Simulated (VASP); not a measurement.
# Ga2O3 (C2/m) in VASP: single point with PBEsol

Aim: the single point of Ga2O3 with PBEsol.

Program: VASP 6.6.1. These are calculated values, not measurements. Logs are shortened: lines on timing, memory, paths and dates and some standing lists are left out, and cuts for length are marked.

**1. The cell of the first run**

The structure is monoclinic, space group C2/m (No. 12). The conventional cell has a = 12.278 Å, b = 3.047 Å, c = 5.810 Å, α = 90.00°, β = 103.72°, γ = 90.00°. Within 2.4 Å of Ga (site symmetry m) lie 4 O at 1.84 to 1.87 Å. Ga (site symmetry m) has 6 O at 1.94 to 2.08 Å within 2.6 Å. Within 2.4 Å of O (site symmetry m) lie 3 Ga at 1.84 to 1.95 Å. O (site symmetry m) has 4 Ga at 1.87 to 2.08 Å within 2.5 Å. Within 2.4 Å of O (site symmetry m) lie 3 Ga at 1.84 to 1.94 Å.

**2. Single point, PBEsol**

The input, INCAR:

```
SYSTEM = Ga2O3
PREC     = Accurate       ! precision mode
ENCUT    = 520            ! plane-wave cutoff, eV
EDIFF    = 1E-7           ! SCF threshold, eV
ISMEAR   = 0              ! smearing method
SIGMA    = 0.02           ! smearing width, eV
LREAL    = .False.        ! projectors in reciprocal space
LASPH    = .True.         ! aspherical terms in the spheres
NELM     = 80             ! most SCF steps
ALGO     = Normal         ! electronic algorithm
ISIF     = 2              ! what is computed and relaxed
LWAVE    = .False.        ! write WAVECAR
LCHARG   = .False.        ! write CHGCAR
GGA      = PS             ! functional
NBANDS   = 55             ! bands
```

The input, KPOINTS:

```
Automatic mesh
0
Gamma
  10 10 6
  0 0 0
```

The input, POSCAR:

```
Ga2O3
1.0
    6.1391197582     -1.5236911094      0.0084595995
    6.1391197582      1.5236911094      0.0084595995
   -1.3854796498      0.0000000000      5.6425738905
Ga O
4 6
Direct
    0.0904634719      0.0904634719      0.7952748309
    0.9095365281      0.9095365281      0.2047251691
    0.6587579648      0.6587579648      0.3144400833
    0.3412420352      0.3412420352      0.6855599167
    0.1652475299      0.1652475299      0.1094664631
    0.8347524701      0.8347524701      0.8905335369
    0.1732253580      0.1732253580      0.5627710045
    0.8267746420      0.8267746420      0.4372289955
    0.4962491501      0.4962491501      0.2559511214
    0.5037508499      0.5037508499      0.7440488786
```

Potentials or basis: VASP PAW PBE potentials, release 64 (Ga_d, O).

Command:

```sh
cat potpaw_PBE.64/Ga_d/POTCAR potpaw_PBE.64/O/POTCAR > POTCAR
mpirun -np 1 vasp_std > vasp.out
```

OUTCAR:

```text
SYSTEM = Ga2O3
   PREC = Accurate
   ENCUT = 520
   EDIFF = 1E-7
   ISMEAR = 0
   LREAL = .False.
   LASPH = .True.
   NELM = 80
   ISIF = 2
   GGA = PS

 ion  position               nearest neighbor table
   1  0.090  0.090  0.795-   5 1.84  10 1.84  10 1.84   7 1.87
   2  0.910  0.910  0.205-   6 1.84   9 1.84   9 1.84   8 1.87
   3  0.659  0.659  0.314-   9 1.94   5 1.95   5 1.95   8 2.02   7 2.08   7 2.08
   4  0.341  0.341  0.686-  10 1.94   6 1.95   6 1.95   7 2.02   8 2.08   8 2.08
   5  0.165  0.165  0.109-   1 1.84   3 1.95   3 1.95
   6  0.835  0.835  0.891-   2 1.84   4 1.95   4 1.95
   7  0.173  0.173  0.563-   1 1.87   4 2.02   3 2.08   3 2.08
   8  0.827  0.827  0.437-   2 1.87   3 2.02   4 2.08   4 2.08
   9  0.496  0.496  0.256-   2 1.84   2 1.84   3 1.94
  10  0.504  0.504  0.744-   1 1.84   1 1.84   4 1.94

  LATTYP: Found a base centered monoclinic cell.
 ALAT       =    12.2782511736
 B/A-ratio  =     0.2481935070
 C/A-ratio  =     0.4732091011
 COS(beta)  =    -0.2371188029

  Lattice vectors:

 A1 = (   6.1391197582,  -1.5236911094,   0.0084595995)
 A2 = (   6.1391197582,   1.5236911094,   0.0084595995)
 A3 = (  -1.3854796498,   0.0000000000,   5.6425738905)

Analysis of symmetry for initial positions (statically):
=====================================================================
 Subroutine PRICEL returns:
 Original cell was already a primitive cell.

 Routine SETGRP: Setting up the symmetry group for a
 base centered monoclinic supercell.

 Subroutine GETGRP returns: Found  4 space group operations
 (whereof  4 operations were pure point group operations)
 out of a pool of  4 trial point group operations.

The static configuration has the point symmetry C_2h.

Analysis of symmetry for dynamics (positions and initial velocities):
=====================================================================
 Subroutine PRICEL returns:
 Original cell was already a primitive cell.

 Routine SETGRP: Setting up the symmetry group for a
 base centered monoclinic supercell.

 Subroutine GETGRP returns: Found  4 space group operations
 (whereof  4 operations were pure point group operations)
 out of a pool of  4 trial point group operations.

The dynamic configuration has the point symmetry C_2h.

 Subroutine INISYM returns: Found  4 space group operations
 (whereof  4 operations are pure point group operations),
 and found     1 'primitive' translations

----------------------------------------------------------------------------------------

                                     Primitive cell

  volume of cell :     105.5984

  direct lattice vectors                    reciprocal lattice vectors
     6.139119758 -1.523691109  0.008459599     0.081417353 -0.328150500  0.019991247
     6.139119758  1.523691109  0.008459599     0.081417353  0.328150500  0.019991247
    -1.385479650  0.000000000  5.642573890    -0.000244129  0.000000000  0.177164142

  length of vectors
     6.325385171  6.325385171  5.810180201     0.338690399  0.338690399  0.177164311

  position of ions in fractional coordinates (direct lattice)
     0.090463472  0.090463472  0.795274831
     0.909536528  0.909536528  0.204725169
     0.658757965  0.658757965  0.314440083
     0.341242035  0.341242035  0.685559917
     0.165247530  0.165247530  0.109466463
     0.834752470  0.834752470  0.890533537
     0.173225358  0.173225358  0.562771005
     0.826774642  0.826774642  0.437228995
     0.496249150  0.496249150  0.255951121
     0.503750850  0.503750850  0.744048879

  ion indices of the primitive-cell ions
   primitive index   ion index
                 1           1
                 2           2
                 3           3
                 4           4
                 5           5
                 6           6
                 7           7
                 8           8
                 9           9
                10          10

----------------------------------------------------------------------------------------

 KPOINTS: Automatic mesh

Automatic generation of k-mesh.
 Grid dimensions read from file:
 generate k-points for:   10   10    6

 Generating k-lattice:

  Cartesian coordinates                     Fractional coordinates (reciprocal lattice)
     0.008141735 -0.032815050  0.001999125     0.100000000  0.000000000 -0.000000000
     0.008141735  0.032815050  0.001999125     0.000000000  0.100000000 -0.000000000
    -0.000040688  0.000000000  0.029527357     0.000000000  0.000000000  0.166666667

  Length of vectors
     0.033869040  0.033869040  0.029527385

  Shift w.r.t. Gamma in fractional coordinates (k-lattice)
     0.000000000  0.000000000  0.000000000

 Subroutine IBZKPT returns following result:
 ===========================================

 Found    172 irreducible k-points:

 Following reciprocal coordinates:
            Coordinates               Weight
  0.000000  0.000000  0.000000      1.000000
  0.100000  0.000000  0.000000      4.000000
  0.200000  0.000000  0.000000      4.000000
  0.300000 -0.000000 -0.000000      4.000000
  0.400000  0.000000 -0.000000      4.000000
  0.500000 -0.000000 -0.000000      2.000000
[... 16 lines left out ...]
  0.300000  0.300000 -0.000000      2.000000
  0.400000  0.300000 -0.000000      4.000000
 [... further k-points ...]
   k-points           NKPTS =    172   k-points in BZ     NKDIM =    172   number of bands    NBANDS=     55
   number of dos      NEDOS =    301   number of ions     NIONS =     10
   total plane-waves  NPLWV = 110592
   dimension x,y,z NGX =    48 NGY =   48 NGZ =   48
   dimension x,y,z NGXF=    96 NGYF=   96 NGZF=   96
   ions per type =               4   6
   NGX,Y,Z   is equivalent  to a cutoff of  12.62, 12.62, 13.73 a.u.
   NGXF,Y,Z  is equivalent  to a cutoff of  25.23, 25.23, 27.47 a.u.
 SYSTEM =  Ga2O3
   PREC   = accura    normal or accurate (medium, high low for compatibility)
   ISTART =      0    job   : 0-new  1-cont  2-samecut
   ICHARG =      2    charge: 1-file 2-atom 10-const
   ISPIN  =      1    spin polarized calculation?
   LNONCOLLINEAR =      F non collinear calculations
   LSORBIT =      F    spin-orbit coupling
   LASPH  =      T    aspherical Exc in radial PAW
   ENCUT  =  520.0 eV  38.22 Ry    6.18 a.u.  11.76 11.76 10.80*2*pi/ulx,y,z
   NELM   =     80;   NELMIN=  2; NELMDL= -5     # of ELM steps
   EDIFF  = 0.1E-06   stopping-criterion for ELM
   LREAL  =      F    real-space projection
   EDIFFG = 0.1E-05   stopping-criterion for IOM
   NSW    =      0    number of steps for IOM
   IBRION =     -1    ionic relax: 0-MD 1-quasi-New 2-CG
   NFREE  =      0    steps in history (QN), initial steepest desc. (CG)
   ISIF   =      2    stress and relaxation
   ISYM   =      2    0-nonsym 1-usesym 2-fastsym
   POTIM  = 0.5000    time-step for ionic-motion
   TEBEG  =    0.0;   TEEND  =   0.0 temperature during run
   PSTRESS=    0.0 pullay stress
   NELECT =      88.0000    total number of electrons
   NUPDOWN=      -1.0000    fix difference up-down
   EMIN   =  10.00;   EMAX   =-10.00  energy-range for DOS
   EFERMI =   0.00;   METHOD = LEGACY
   ISMEAR =     0;   SIGMA  =   0.02  broadening in eV -4-tet -1-fermi 0-gaus
   EFERMI_NEDOS =   21; number of points for ismear=-14 and -15
   IALGO  =     38    algorithm
   IMIX   =      4    mixing-type and parameters
     AMIX     =   0.40;   BMIX     =  1.00
     AMIX_MAG =   1.60;   BMIX_MAG =  1.00
  volume/ion in A,a.u.               =      10.56        71.26
  Fermi-wavevector in a.u.,A,eV,Ry     =   1.540577  2.911268 32.291748  2.373376
  Thomas-Fermi vector in A             =   2.646644
   LORBIT       =      0    0 simple, 1 ext, 2 COOP (PROOUT), +10 PAW based schemes
   GGA     = PS    functional components
   LHFCALC =     F    Hartree Fock is set to
   AEXX    =    0.0000 exact exchange contribution
   IVDW    =     0    specifies the selected vdW correction
   LEPSILON=     F    determine dielectric tensor
   LRPA    =     F    only Hartree local field effects (RPA)
 non-spin polarized calculation
 Gauss-broadening in eV      SIGMA  =   0.02
  energy-cutoff  :      520.00
  volume of cell :      105.60
 maximum number of plane-waves:      2868
   NGX = 23   NGY = 23   NGZ = 21

 number of electron      88.0000012 magnetization

 Free energy of the ion-electron system (eV)
  ---------------------------------------------------
  ext. energy  EPLUGINS =         0.00000000
  ---------------------------------------------------
  free energy    TOTEN  =       -63.89551807 eV

  energy without entropy =      -63.89551807  energy(sigma->0) =      -63.89551807

 E-fermi :   3.7801     XC(G=0): -11.8584

 val. band max:        3.6689263596   @ k =   0.5000   0.4000   0.5000
 cond. band min:       5.8920838177   @ k =   0.0000   0.0000   0.0000
 fundamental gap:      2.2231574580
 Fermi energy:         3.7801362067

 k-point     1 :       0.0000    0.0000    0.0000
  band No.  band energies     occupation
      1     -15.1860      2.00000
      2     -13.9959      2.00000
      3     -13.9763      2.00000
      4     -13.8682      2.00000
      5     -13.3881      2.00000
      6     -13.3774      2.00000
[... 47 lines left out ...]
     54      15.8170      0.00000
     55      16.1266      0.00000

 k-point     2 :       0.1000    0.0000    0.0000
  band No.  band energies     occupation
      1     -15.1070      2.00000
      2     -13.9843      2.00000
      3     -13.9635      2.00000
      4     -13.8090      2.00000
      5     -13.3901      2.00000
      6     -13.3775      2.00000
[... 47 lines left out ...]
     54      15.1673      0.00000
     55      15.3876      0.00000
[... 1216 lines left out ...]
     54      15.6817      0.00000
     55      15.8907      0.00000

 k-point    24 :       0.4000    0.3000   -0.0000
  band No.  band energies     occupation
      1     -14.9037      2.00000
      2     -14.4324      2.00000
      3     -13.9477      2.00000
      4     -13.6037      2.00000
      5     -13.3967      2.00000
      6     -13.3783      2.00000
[... 47 lines left out ...]
     54      14.8187      0.00000
     55      16.0430      0.00000

 [... further k-points ...]

------------------------ aborting loop because EDIFF is reached ----------------------------------------

  FORCE on cell =-STRESS in cart. coord.  units (eV):
  Direction    XX          YY          ZZ          XY          YZ          ZX
  --------------------------------------------------------------------------------------
  -------------------------------------------------------------------------------------
  Total        0.1628026      0.2810203      0.2080520      0.0000000      0.0000000      0.0140667
  in kB        2.4701005      4.2637432      3.1566415      0.0000000      0.0000000      0.2134258
  external PRESSURE =       3.2968284 kB  Pullay stress =       0.0000000 kB

 VOLUME and BASIS-vectors are now :
 -----------------------------------------------------------------------------
  energy-cutoff  :      520.00
  volume of cell :      105.60
      direct lattice vectors                 reciprocal lattice vectors
     6.139119758 -1.523691109  0.008459599     0.081417353 -0.328150500  0.019991247
     6.139119758  1.523691109  0.008459599     0.081417353  0.328150500  0.019991247
    -1.385479650  0.000000000  5.642573890    -0.000244129  0.000000000  0.177164142

 POSITION                                       TOTAL-FORCE (eV/Angst)
 -----------------------------------------------------------------------------------
      0.00890      0.00000      4.48893         0.002130      0.000000      0.000765
     10.88386      0.00000      1.17057        -0.002130      0.000000     -0.000765
      7.65274      0.00000      1.78540        -0.011113      0.000000     -0.015455
      3.24002      0.00000      3.87410         0.011113      0.000000      0.015455
      1.87729      0.00000      0.62047         0.006781      0.000000     -0.011571
      9.01547      0.00000      5.03902        -0.006781      0.000000      0.011571
      1.34719      0.00000      3.17841        -0.012829      0.000000      0.010968
      9.54557      0.00000      2.48109         0.012829      0.000000     -0.010968
      5.73845      0.00000      1.45262         0.001093      0.000000      0.001798
      5.15431      0.00000      4.20687        -0.001093      0.000000     -0.001798
 -----------------------------------------------------------------------------------
    total drift:                                0.000000     -0.000000     -0.000000

  FREE ENERGIE OF THE ION-ELECTRON SYSTEM (eV)
  ---------------------------------------------------
  free  energy   TOTEN  =       -63.8955180655 eV

  energy  without entropy=      -63.8955180655  energy(sigma->0) =      -63.89551807
```

It took 39 min on 1 thread of Oxide Virtual Turin-like, shared host; peak memory 0.78 GiB.

Results:

| Property | Result |
| --- | --- |
| Free energy | -63.8955 eV |
| Pressure | 0.3 GPa |
| Largest force | 0.019 eV/Å |
| Band gap on the k mesh | 2.22 eV (least direct gap 2.25 eV) |

Forces in eV/Å, atoms in the order of the input:
```
Ga   0.002  0.000  0.001
Ga  -0.002  0.000 -0.001
Ga  -0.011  0.000 -0.015
Ga   0.011  0.000  0.015
O    0.007  0.000 -0.012
O   -0.007  0.000  0.012
O   -0.013  0.000  0.011
O    0.013  0.000 -0.011
O    0.001  0.000  0.002
O   -0.001  0.000 -0.002
```

Caveat: the PAW data sets were made with another functional, which shifts forces and pressure a little.
